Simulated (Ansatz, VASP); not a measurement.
One calculation of Ag, two programs

```
Ag
1.0
     2.27110    0.00000    0.00000
    -1.13555    1.96683    0.00000
     0.00000    0.00000    2.17452
Ag
1
Cartesian
  0.0000 0.0000 0.0000
```

Change from the starting cell: volume scaled by 0.5, PAW files.

Alike in both runs: task single point; functional PBE; k mesh 15 × 15 × 14; occupations fermi-dirac, width 0.08 eV; no spin polarisation.

```csv
,VASP,Ansatz
version,VASP 6.6.1,Ansatz 0.2.0
potentials or method,"VASP PAW PBE potentials, release 64 (Ag_sv_GW)","PAW with Ansatz's default frozen-core files, scalar-relativistic"
plane-wave cutoff (eV),630,420
valence electrons in the cell,19,19
```

```tsv
	VASP	Ansatz	Ansatz less VASP
pressure (GPa)	361.6	361.5	-0.10
traceless stress, the component that is largest in VASP (GPa)	-0.41	-0.46	-0.046
```

Both programs put the cell under a high pressure, so it lies far from rest at this level. With one functional, cell and mesh, what is left measures potentials, basis and numerics.

Noted on VASP's run: the cell as given lies far from equilibrium.
